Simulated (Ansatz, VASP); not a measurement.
**Ga in VASP and in Ansatz**

Contents of INCAR:

```
PREC     = Accurate       # precision mode
ENCUT    = 600            # plane-wave cutoff, eV
EDIFF    = 1E-7           # SCF threshold, eV
ISMEAR   = 0              # smearing method
SIGMA    = 0.1            # smearing width, eV
LREAL    = False          # projectors in reciprocal space
LASPH    = True           # aspherical terms in the spheres
NELM     = 100            # most SCF steps
ALGO     = Fast           # electronic algorithm
ISIF     = 3              # what is computed and relaxed
LWAVE    = False          # write WAVECAR
LCHARG   = False          # write CHGCAR
GGA      = PE             # functional
IBRION   = 2              # ionic algorithm
NSW      = 70             # ionic steps
EDIFFG   = -0.005         # ionic threshold
```

The input KPOINTS:

```
Automatic mesh
0
Gamma
  20 20 20
```

POSCAR

```
Ga
1.0
   -1.4068604442      1.4068604442      2.2672300649
    1.4068604442     -1.4068604442      2.2672300649
    1.4068604442      1.4068604442     -2.2672300649
Ga
1
Direct
    0.0000000000      0.0000000000      0.0000000000
```

Input for Ansatz:

```yaml
crystal:
  lattice:
    - [-1.4068604442, 1.4068604442, 2.2672300649]
    - [1.4068604442, -1.4068604442, 2.2672300649]
    - [1.4068604442, 1.4068604442, -2.2672300649]
  atoms:
    - { symbol: Ga, position: [0.0, 0.0, 0.0] }
basis:
  ecutwfc: 420
kpoints:
  mp_grid: { grid: [20, 20, 20] }
hamiltonian:
  xc: pbe
scf:
  occupations: { method: gaussian, width: 0.1 }
output:
  forces: true
  stress: true
  eigenvalues: true
relax:
  adjacent_minimum: "off"
  f_tol: 0.005
  max_steps: 50
  cell: { stress_tol: 0.05 }
```

Alike in both runs: task relaxation of cell and atoms; functional PBE; k mesh 20 × 20 × 20; occupations gaussian, width 0.1 eV; no spin polarisation.

|  | VASP | Ansatz |
| --- | --- | --- |
| version | VASP 6.6.1 | Ansatz 0.2.0 |
| potentials or method | VASP PAW PBE potentials, release 64 (Ga_d), cutoff 600 eV | scalar-relativistic, plane waves, PAW |
| valence electrons in the cell | 13 | 13 |

|  | VASP | Ansatz | Ansatz less VASP |
| --- | --- | --- | --- |
| gap on the k mesh at the Fermi level, each at its own relaxed structure (eV) | none | none | - |
| relaxed volume (Å³/atom) | 18.96 | 18.96 | -0.007 |
| relaxed length of the cell vector where the two differ most in proportion (Å) | 3.078 | 3.078 | -0.0005 |

A gap of «none» marks a metal or a gap that the smearing closes.
